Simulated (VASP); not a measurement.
Here is a VASP 6.6.1 calculation.

INCAR

```
SYSTEM = ZnAu
  PREC = Accurate
  ENCUT = 520
  EDIFF = 1E-6
  ISMEAR = 0
  SIGMA = 0.15
  LREAL = .False.
  LASPH = .True.
  NELM = 80
  ALGO = Fast
  ISIF = 2
  LWAVE = .False.
  LCHARG = .False.
  GGA = PE
  NBANDS = 18
```

The input KPOINTS:

```
regular mesh
0
Gamma
  16 16 16
  0 0 0
```

Contents of POSCAR:

```
ZnAu
1.0
    3.1470000000      0.0000000000      0.0000000000
    0.0000000000      3.1470000000      0.0000000000
    0.0000000000      0.0000000000      3.1470000000
Zn Au
1 1
Direct
    0.5000000000      0.5000000000      0.5000000000
    0.0252778878     -0.0252778878      0.0000000000
```

Potentials or basis: VASP PAW PBE potentials, release 64 (Zn, Au).

Launch:

```bash
$ cat potpaw_PBE.64/Zn/POTCAR potpaw_PBE.64/Au/POTCAR > POTCAR
$ mpirun -np 1 vasp_std > vasp.out
```

Problem. Estimate the largest force.

Solution. 0.445 eV/Å.

Problem. Predict the band gap on the k mesh.

Solution. Zero (an odd number of electrons rules out a gap without spin polarisation).

Problem. What does it give for the pressure?

Solution. 5.7 GPa.

Forces on the atoms (eV/Å):
```
Zn   0.315 -0.315  0.000
Au  -0.315  0.315  0.000
```

Caveat: the cell differs from its parent crystal (all Au atoms moved +0.113 Å, as atom 2 along Cartesian [1 -1 0]); the cell stands under pressure; spin-orbit coupling is left out, which moves the levels of the heavy elements.
